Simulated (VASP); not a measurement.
# HfN in VASP: single point with PBE

Aim: the single point of HfN with PBE.

Everything below comes from runs of VASP 6.6.1. Logs are shortened: lines on timing, memory, paths and dates and some standing lists are left out, and cuts for length are marked.

## Step 1: The cell of the first run

The typed cell holds 6 atoms: a = 3.216 Å, b = 3.216 Å, c = 7.876 Å, α = 90.00°, β = 90.00°, γ = 120.00°.

## Step 2: Single point, PBE

INCAR reads:

```
SYSTEM = HfN
PREC = Accurate
ENCUT = 600
EDIFF = 1E-6
ISMEAR = 0
SIGMA = 0.1
LREAL = .FALSE.
LASPH = .TRUE.
NELM = 120
ALGO = Normal
ISIF = 2
LWAVE = .FALSE.
LCHARG = .FALSE.
GGA = PE
NBANDS = 32
GGA_COMPAT = .FALSE.
```

KPOINTS reads:

```
regular mesh
0
G
  12 12 6
  0 0 0
```

POSCAR reads:

```
HfN
1.0
    3.2159940711      0.0000000000      0.0000000000
   -1.6079970356      2.7851325640      0.0000000000
    0.0000000000      0.0000000000      7.8756819803
Hf N
3 3
Direct
    0.0000000000      0.0000000000      0.0000000000
    0.3333333333      0.6666666667      0.3333333333
    0.6666666667      0.3333333333      0.6666666667
    0.6666666667      0.3333333333      0.1666666667
    0.0000000000      0.0000000000      0.5000000000
    0.3333333333      0.6666666667      0.8333333333
```

Potentials or basis: VASP PAW PBE potentials, release 64 (Hf_pv, N).

Run with:

```console
$ cat potpaw_PBE.64/Hf_pv/POTCAR potpaw_PBE.64/N/POTCAR > POTCAR
$ mpirun -np 1 vasp_std > vasp.out
```

OUTCAR:

```text
SYSTEM = HfN
   PREC = Accurate
   ENCUT = 600
   EDIFF = 1E-6
   ISMEAR = 0
   LREAL = .FALSE.
   LASPH = .TRUE.
   NELM = 120
   ISIF = 2
   GGA = PE

 ion  position               nearest neighbor table
   1  0.000  0.000  0.000-   4 2.27   6 2.27   4 2.27   6 2.27   4 2.27   6 2.27   2 3.22   3 3.22
                             2 3.22   3 3.22   3 3.22   2 3.22
   2  0.333  0.667  0.333-   4 2.27   4 2.27   5 2.27   4 2.27   5 2.27   5 2.27   1 3.22   1 3.22
                             1 3.22   3 3.22   3 3.22   3 3.22
   3  0.667  0.333  0.667-   6 2.27   6 2.27   5 2.27   6 2.27   5 2.27   5 2.27   1 3.22   1 3.22
                             1 3.22   2 3.22   2 3.22   2 3.22
   4  0.667  0.333  0.167-   2 2.27   2 2.27   1 2.27   2 2.27   1 2.27   1 2.27
   5  0.000  0.000  0.500-   2 2.27   3 2.27   3 2.27   2 2.27   3 2.27   2 2.27
   6  0.333  0.667  0.833-   3 2.27   3 2.27   1 2.27   3 2.27   1 2.27   1 2.27

  LATTYP: Found a hexagonal cell.
 ALAT       =     3.2159940711
 C/A-ratio  =     2.4489106031

  Lattice vectors:

 A1 = (   3.2159940711,   0.0000000000,   0.0000000000)
 A2 = (  -1.6079970356,   2.7851325640,   0.0000000000)
 A3 = (   0.0000000000,   0.0000000000,   7.8756819803)

Analysis of symmetry for initial positions (statically):
=====================================================================
 Subroutine PRICEL returns following result:

  LATTYP: Found a trigonal (rhomboedric) cell.
 ALAT       =     3.2154871805
 COS(alpha) =     0.4998423471

  Lattice vectors:

 A1 = (   1.6079970352,   0.9283775215,  -2.6252273273)
 A2 = (   0.0000000002,  -1.8567550428,  -2.6252273265)
 A3 = (  -1.6079970354,   0.9283775212,  -2.6252273265)

   3 primitive cells build up your supercell.

 Routine SETGRP: Setting up the symmetry group for a
 hexagonal supercell.

 Subroutine GETGRP returns: Found 12 space group operations
 (whereof 12 operations were pure point group operations)
 out of a pool of 24 trial point group operations.

The static configuration has the point symmetry D_3d.

Analysis of symmetry for dynamics (positions and initial velocities):
=====================================================================
 Subroutine PRICEL returns following result:

  LATTYP: Found a trigonal (rhomboedric) cell.
 ALAT       =     3.2154871805
 COS(alpha) =     0.4998423471

  Lattice vectors:

 A1 = (   1.6079970352,   0.9283775215,  -2.6252273273)
 A2 = (   0.0000000002,  -1.8567550428,  -2.6252273265)
 A3 = (  -1.6079970354,   0.9283775212,  -2.6252273265)

   3 primitive cells build up your supercell.

 Routine SETGRP: Setting up the symmetry group for a
 hexagonal supercell.

 Subroutine GETGRP returns: Found 12 space group operations
 (whereof 12 operations were pure point group operations)
 out of a pool of 24 trial point group operations.

The dynamic configuration has the point symmetry D_3d.

 Subroutine INISYM returns: Found 12 space group operations
 (whereof 12 operations are pure point group operations),
 and found     3 'primitive' translations

----------------------------------------------------------------------------------------

                                     Primitive cell

  volume of cell :      23.5141

  direct lattice vectors                    reciprocal lattice vectors
     1.607997035  0.928377522 -2.625227327     0.310945847  0.179524668 -0.126973131
     0.000000000 -1.856755043 -2.625227327    -0.000000000 -0.359049337 -0.126973131
    -1.607997035  0.928377521 -2.625227327    -0.310945847  0.179524668 -0.126973131

  length of vectors
     3.215487180  3.215487180  3.215487180     0.380839339  0.380839339  0.380839339

  position of ions in fractional coordinates (direct lattice)
     0.000000000  0.000000000  0.000000000
     0.500000000  0.500000000  0.500000000

  ion indices of the primitive-cell ions
   primitive index   ion index
                 1           1
                 2           4

----------------------------------------------------------------------------------------

 KPOINTS: regular mesh

Automatic generation of k-mesh.
 Grid dimensions read from file:
 generate k-points for:   12   12    6

 Generating k-lattice:

  Cartesian coordinates                     Fractional coordinates (reciprocal lattice)
     0.025912154  0.014960389  0.000000000     0.083333333  0.000000000  0.000000000
     0.000000000  0.029920778  0.000000000     0.000000000  0.083333333  0.000000000
     0.000000000  0.000000000  0.021162189     0.000000000  0.000000000  0.166666667

  Length of vectors
     0.029920778  0.029920778  0.021162189

  Shift w.r.t. Gamma in fractional coordinates (k-lattice)
     0.000000000  0.000000000  0.000000000

 Subroutine IBZKPT returns following result:
 ===========================================

 Found    100 irreducible k-points:

 Following reciprocal coordinates:
            Coordinates               Weight
  0.000000  0.000000  0.000000      1.000000
  0.083333  0.000000  0.000000      6.000000
  0.166667  0.000000  0.000000      6.000000
  0.250000  0.000000  0.000000      6.000000
  0.333333  0.000000  0.000000      6.000000
  0.416667  0.000000  0.000000      6.000000
[... 16 lines left out ...]
  0.166667  0.000000  0.166667      6.000000
  0.000000  0.166667  0.166667      6.000000
 [... further k-points ...]
   k-points           NKPTS =    100   k-points in BZ     NKDIM =    100   number of bands    NBANDS=     32
   number of dos      NEDOS =    301   number of ions     NIONS =      6
   total plane-waves  NPLWV =  50176
   dimension x,y,z NGX =    28 NGY =   28 NGZ =   64
   dimension x,y,z NGXF=    56 NGYF=   56 NGZF=  128
   ions per type =               3   3
   NGX,Y,Z   is equivalent  to a cutoff of  14.47, 14.47, 13.51 a.u.
   NGXF,Y,Z  is equivalent  to a cutoff of  28.95, 28.95, 27.02 a.u.
 SYSTEM =  HfN
   PREC   = accura    normal or accurate (medium, high low for compatibility)
   ISTART =      0    job   : 0-new  1-cont  2-samecut
   ICHARG =      2    charge: 1-file 2-atom 10-const
   ISPIN  =      1    spin polarized calculation?
   LNONCOLLINEAR =      F non collinear calculations
   LSORBIT =      F    spin-orbit coupling
   LASPH  =      T    aspherical Exc in radial PAW
   ENCUT  =  600.0 eV  44.10 Ry    6.64 a.u.   6.42  6.42 15.73*2*pi/ulx,y,z
   NELM   =    120;   NELMIN=  2; NELMDL= -5     # of ELM steps
   EDIFF  = 0.1E-05   stopping-criterion for ELM
   LREAL  =      F    real-space projection
   EDIFFG = 0.1E-04   stopping-criterion for IOM
   NSW    =      0    number of steps for IOM
   IBRION =     -1    ionic relax: 0-MD 1-quasi-New 2-CG
   NFREE  =      0    steps in history (QN), initial steepest desc. (CG)
   ISIF   =      2    stress and relaxation
   ISYM   =      2    0-nonsym 1-usesym 2-fastsym
   POTIM  = 0.5000    time-step for ionic-motion
   TEBEG  =    0.0;   TEEND  =   0.0 temperature during run
   PSTRESS=    0.0 pullay stress
   NELECT =      45.0000    total number of electrons
   NUPDOWN=      -1.0000    fix difference up-down
   EMIN   =  10.00;   EMAX   =-10.00  energy-range for DOS
   EFERMI =   0.00;   METHOD = LEGACY
   ISMEAR =     0;   SIGMA  =   0.10  broadening in eV -4-tet -1-fermi 0-gaus
   EFERMI_NEDOS =   21; number of points for ismear=-14 and -15
   IALGO  =     38    algorithm
   IMIX   =      4    mixing-type and parameters
     AMIX     =   0.40;   BMIX     =  1.00
     AMIX_MAG =   1.60;   BMIX_MAG =  1.00
  volume/ion in A,a.u.               =      11.76        79.34
  Fermi-wavevector in a.u.,A,eV,Ry     =   1.409276  2.663145 27.021953  1.986057
  Thomas-Fermi vector in A             =   2.531348
   LORBIT       =      0    0 simple, 1 ext, 2 COOP (PROOUT), +10 PAW based schemes
   GGA     = PE    functional components
   LHFCALC =     F    Hartree Fock is set to
   AEXX    =    0.0000 exact exchange contribution
   IVDW    =     0    specifies the selected vdW correction
   LEPSILON=     F    determine dielectric tensor
   LRPA    =     F    only Hartree local field effects (RPA)
 non-spin polarized calculation
 Gauss-broadening in eV      SIGMA  =   0.10
  energy-cutoff  :      600.00
  volume of cell :       70.54
 maximum number of plane-waves:      2392
 NGX is ok and might be reduce to    28
   NGX = 13   NGY = 13   NGZ = 31

 number of electron      45.0000001 magnetization

 Free energy of the ion-electron system (eV)
  ---------------------------------------------------
  ext. energy  EPLUGINS =         0.00000000
  ---------------------------------------------------
  free energy    TOTEN  =       -65.28286494 eV

  energy without entropy =      -65.27274033  energy(sigma->0) =      -65.27780263

 E-fermi :   8.1979     XC(G=0): -12.6293

 val. band max:        8.1834270341   @ k =   0.1667   0.1667   0.1667
 cond. band min:       8.2174757711   @ k =   0.4167   0.1667   0.3333
 fundamental gap:      0.0340487370
 Fermi energy:         8.1978703096

 k-point     1 :       0.0000    0.0000    0.0000
  band No.  band energies     occupation
      1     -23.7015      2.00000
      2     -23.7015      2.00000
      3     -23.0809      2.00000
      4     -23.0809      2.00000
      5     -23.0809      2.00000
      6     -23.0809      2.00000
[... 24 lines left out ...]
     31      10.5159      0.00000
     32      10.5159      0.00000

 k-point     2 :       0.0833    0.0000    0.0000
  band No.  band energies     occupation
      1     -23.6913      2.00000
      2     -23.6905      2.00000
      3     -23.1378      2.00000
      4     -23.1112      2.00000
      5     -23.0976      2.00000
      6     -23.0742      2.00000
[... 24 lines left out ...]
     31      10.8502      0.00000
     32      11.1347      0.00000
[... 733 lines left out ...]
     31      11.6943      0.00000
     32      11.9565      0.00000

 k-point    24 :       0.0000    0.1667    0.1667
  band No.  band energies     occupation
      1     -23.7450      2.00000
      2     -23.5609      2.00000
      3     -23.2628      2.00000
      4     -23.2580      2.00000
      5     -23.1484      2.00000
      6     -23.1455      2.00000
[... 24 lines left out ...]
     31      11.4775      0.00000
     32      11.8737      0.00000

 [... further k-points ...]

------------------------ aborting loop because EDIFF is reached ----------------------------------------

  FORCE on cell =-STRESS in cart. coord.  units (eV):
  Direction    XX          YY          ZZ          XY          YZ          ZX
  --------------------------------------------------------------------------------------
  -------------------------------------------------------------------------------------
  Total       -1.0743119     -1.0743119     -1.0717505      0.0000000      0.0000000      0.0000000
  in kB      -24.4001056    -24.4001056    -24.3419294      0.0000000      0.0000000      0.0000000
  external PRESSURE =     -24.3807136 kB  Pullay stress =       0.0000000 kB

 VOLUME and BASIS-vectors are now :
 -----------------------------------------------------------------------------
  energy-cutoff  :      600.00
  volume of cell :       70.54
      direct lattice vectors                 reciprocal lattice vectors
     3.215994071  0.000000000  0.000000000     0.310945847  0.179524668  0.000000000
    -1.607997036  2.785132564  0.000000000     0.000000000  0.359049337  0.000000000
     0.000000000  0.000000000  7.875681980     0.000000000  0.000000000  0.126973131

 POSITION                                       TOTAL-FORCE (eV/Angst)
 -----------------------------------------------------------------------------------
      0.00000      0.00000      0.00000         0.000000      0.000000     -0.000000
     -0.00000      1.85676      2.62523         0.000000     -0.000000     -0.000000
      1.60800      0.92838      5.25045         0.000000      0.000000     -0.000000
      1.60800      0.92838      1.31261        -0.000000      0.000000     -0.000000
      0.00000      0.00000      3.93784         0.000000      0.000000     -0.000000
     -0.00000      1.85676      6.56307        -0.000000     -0.000000      0.000000
 -----------------------------------------------------------------------------------
    total drift:                               -0.000000      0.000000      0.000000

  FREE ENERGIE OF THE ION-ELECTRON SYSTEM (eV)
  ---------------------------------------------------
  free  energy   TOTEN  =       -65.2828649373 eV

  energy  without entropy=      -65.2727403303  energy(sigma->0) =      -65.27780263
```

Wall time 2.5 min (1 thread of AMD EPYC 9R45 (Zen 5), shared host); peak memory 0.33 GiB.

Results:

| Quantity | Value |
| --- | --- |
| Free energy | -65.2829 eV |
| Pressure | -2.4 GPa |
| Band gap on the k mesh | zero (an odd number of electrons rules out a gap without spin polarisation) |

Caveat: spin-orbit coupling is left out, which moves the levels of the heavy elements.

The gap in the log of VASP goes by the Fermi energy; the results here count the filled bands.